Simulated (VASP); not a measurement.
Wanted: the native input for a VASP 6.6.1 run.

- Task: single point
- Functional: PBE
- Potentials or basis: VASP PAW PBE potentials, release 64 (W_sv, Cl)
- Cutoff: 520 eV
- k mesh: 12 × 12 × 4
- Occupations: gaussian, width 0.1 eV
- Spin: no spin polarisation
- Dipole correction: no
- Further INCAR settings: ALGO = Normal; EDIFF = 1e-06; NBANDS = 29

The structure of WCl lies in POSCAR:

```
WCl
1.0
    3.1683846393      0.1641743831     -0.1367008945
    1.4378118753      2.8280284555     -0.1403020190
    0.5044967615      0.2505826744      9.5986329323
W Cl
2 2
Direct
    0.3369154159      0.3323232160      0.4039590212
    0.6630845841      0.6676767840      0.5960409788
    0.6772229581      0.6636815947      0.2148689458
    0.3227770419      0.3363184053      0.7851310542
```

One way to write it, as run:

INCAR

```
SYSTEM = WCl
PREC = Accurate ; ENCUT = 520
EDIFF = 1E-6 ; ISMEAR = 0
SIGMA = 0.1 ; LREAL = .False.
LASPH = .True. ; NELM = 100
ALGO = Normal ; ISIF = 2
LWAVE = .False. ; LCHARG = .True.
GGA = PE ; LELF = .True.
LVHAR = .True. ; NBANDS = 29
```

KPOINTS

```
regular mesh
0
Gamma
  12 12 4
  0 0 0
```

Potentials or basis: VASP PAW PBE potentials, release 64 (W_sv, Cl).

Run with:

```console
$ cat potpaw_PBE.64/W_sv/POTCAR potpaw_PBE.64/Cl/POTCAR > POTCAR
$ mpirun -np 1 vasp_std > vasp.out
```

Results of the run:

| Property | Result |
| --- | --- |
| Pressure | 0.1 GPa |
| Largest force | 0.031 eV/Å |
| Band gap on the k mesh | zero (band 21 reaches 6.54 eV, above the bottom of band 22 at 5.40 eV) |

Caveat: spin-orbit coupling is left out, which moves the levels of the heavy elements.

Wall time 3.8 min on 1 thread of Intel(R) Xeon(R) 6975P-C (Granite Rapids), on a shared host, peak memory 0.62 GiB.
